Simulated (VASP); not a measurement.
## HfO2: single point with PBEsol

The system is HfO2.

```
CELL_PARAMETERS angstrom
0.00000 2.55750 2.55750
2.55750 0.00000 2.55750
2.55750 2.55750 0.00000
ATOMIC_POSITIONS crystal
Hf 0.00000 0.00000 0.00000
O 0.25000 0.25000 0.25000
O 0.75000 0.75000 0.75000
```

| Property | Result |
| --- | --- |
| Program | VASP 6.6.1 |
| Task | single point |
| Functional | PBEsol |
| Potentials or basis | VASP PAW PBE potentials, release 64 (Hf_pv, O) |
| Cutoff | 600 eV |
| k mesh | 8 × 8 × 8 |
| Occupations | fermi-dirac, width 0.02 eV |
| Spin | no spin polarisation |
| Dipole correction | no |
| Further INCAR settings | ALGO = Normal; EDIFF = 1e-06; NBANDS = 18 |

The pressure is -13.7 GPa. The band gap on the k mesh is 3.60 eV, direct.

Levels at points of the mesh, in eV from the valence-band top:
```csv
k point,band 9,band 10,band 11,band 12,band 13,band 14
"(0.00, 0.00, 0.00)",-0.60,-0.60,-0.60,3.72,3.72,5.44
"(0.50, 0.00, 0.00)",-2.72,-1.82,-1.82,4.43,4.43,6.71
"(0.50, 0.50, 0.00)",-1.50,-1.50,0.00,3.60,5.29,6.36
```

It took 12 s on 1 thread of Intel(R) Xeon(R) 6975P-C (Granite Rapids) (shared host), peak memory 0.17 GiB.

Caveat: the PAW data sets were made with another functional, which shifts forces and pressure a little; spin-orbit coupling is left out, which moves the levels of the heavy elements. A k mesh can miss the band edges.
